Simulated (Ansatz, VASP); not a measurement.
# Os: VASP beside Ansatz

File POSCAR:

```
Os
1.0
    0.0000000000      1.9741750000      2.0033500000
    1.9741750000      0.0000000000      2.0033500000
    1.9741750000      1.9741750000      0.0000000000
Os
1
Direct
    0.0000000000      0.0000000000      0.0000000000
```

INCAR.step1

```
SYSTEM = Os
  ALGO = Normal
  EDIFF = 1E-4
  ENCUT = 520
  GGA = PE
  ISMEAR = 0
  LASPH = .True.
  LCHARG = .False.
  LREAL = .False.
  LWAVE = .True.
  NBANDS = 10
  NELM = 100
  PREC = Accurate
  SIGMA = 0.15
```

Contents of INCAR.step2:

```
SYSTEM = Os
  ALGO = Normal
  EDIFF = 1E-7
  ENCUT = 520
  ISIF = 2
  ISMEAR = 0
  ISTART = 1
  LASPH = .True.
  LCHARG = .False.
  LMIXTAU = .True.
  LREAL = .False.
  LWAVE = .False.
  METAGGA = R2SCAN
  NBANDS = 10
  NELM = 100
  PREC = Accurate
  SIGMA = 0.15
```

KPOINTS

```
k-points
0
Gamma
  20 20 20
  0 0 0
```

Input for Ansatz:

```yaml
crystal:
  lattice:
    - [0.0, 1.974175, 2.00335]
    - [1.974175, 0.0, 2.00335]
    - [1.974175, 1.974175, 0.0]
  atoms:
    - { symbol: Os, position: [0.0, 0.0, 0.0] }
basis:
  ecutwfc: 500
kpoints:
  mp_grid: { grid: [20, 20, 20] }
hamiltonian:
  xc: r2scan
scf:
  occupations: { method: gaussian, width: 0.15 }
output:
  forces: true
  stress: true
  eigenvalues: true
  write_density: true
  write_potential: true
  elf: true
  volumetric_format: npy
```

Change from the starting cell: strain +0.015 along x and y, +0.030 along z, atoms carried along.

Alike in both runs: task single point; functional r2SCAN; k mesh 20 × 20 × 20; occupations gaussian, width 0.15 eV; no spin polarisation.

|  | VASP | Ansatz |
| --- | --- | --- |
| version | VASP 6.6.1 | Ansatz 0.2.0 |
| potentials or method | VASP PAW PBE potentials, release 64 (Os), cutoff 520 eV | scalar-relativistic, plane waves, PAW |
| valence electrons in the cell | 8 | 16 |

Ansatz gave:

- gap on the k mesh at the Fermi level (eV): none
- pressure (GPa): -34.0
- traceless stress, the component that is largest in VASP (GPa): -2.30

What did VASP give for the same quantities?

gap on the k mesh at the Fermi level (eV): none; pressure (GPa): -33.8; traceless stress, the component that is largest in VASP (GPa): -2.32.

VASP's potentials were made for PBE, not for r2SCAN. A gap of «none» marks a metal or a gap that the smearing closes. Both programs put the cell under strong tension, so it lies far from rest at this level. VASP's potentials hold 8 valence electrons a cell and Ansatz's 16, so a difference there can come from the potentials and not from the codes.

Neither program's run includes spin-orbit coupling. Noted on VASP's run: the cell as given lies far from equilibrium.
